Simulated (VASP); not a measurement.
**SbTe2O: single point with PBE**

SbTe2O:

```xyz
4
Lattice="4.3838 0.0000 0.0000 0.0000 4.3838 0.0000 0.0000 0.0000 5.9827" Properties=species:S:1:pos:R:3 pbc="T T T"
Sb    0.0000    0.0000    0.0000
Te    0.0000    0.0000    2.9913
Te    2.1919    2.1919    0.0000
O     2.1919    2.1919    2.9913
```

| Quantity | Value |
| --- | --- |
| Program | VASP 6.6.1 |
| Task | single point |
| Functional | PBE |
| Potentials or basis | VASP PAW PBE potentials, release 64 (Sb, Te, O) |
| Cutoff | 520 eV |
| k mesh | 4 × 4 × 4 |
| Occupations | gaussian, width 0.1 eV |
| Spin | no spin polarisation |

* Pressure: -4.9 GPa

Stress tensor (GPa, compression positive):
```
-5.46  0.00  0.00
 0.00 -5.46  0.00
 0.00  0.00 -3.90
```

Levels at points of the mesh, in eV from the Fermi level:
| k point | band 9 | band 10 | band 11 | band 12 | band 13 | band 14 |
| --- | --- | --- | --- | --- | --- | --- |
| (0.00, 0.00, 0.00) | -1.94 | -1.94 | 0.62 | 0.62 | 0.72 | 2.95 |
| (0.50, 0.00, 0.00) | -1.76 | -1.45 | -1.17 | -0.47 | 0.29 | 0.58 |
| (0.50, 0.50, 0.00) | -2.87 | -2.87 | 0.67 | 0.67 | 0.83 | 3.51 |
| (0.00, 0.00, 0.50) | -2.24 | -2.04 | -0.18 | 0.59 | 0.59 | 1.23 |
| (0.50, 0.00, 0.50) | -1.59 | -1.53 | -0.67 | -0.48 | -0.45 | -0.37 |
| (0.50, 0.50, 0.50) | -1.59 | -1.10 | -0.40 | 0.25 | 0.54 | 0.54 |

It took 33 s on 1 thread of Intel(R) Xeon(R) Platinum 8488C (Sapphire Rapids) (shared host), peak memory 0.25 GiB.

Caveat: spin-orbit coupling is left out, which moves the levels of the heavy elements; an odd number of electrons without spin polarisation forces a metal; a magnetic or distorted state may lie lower.
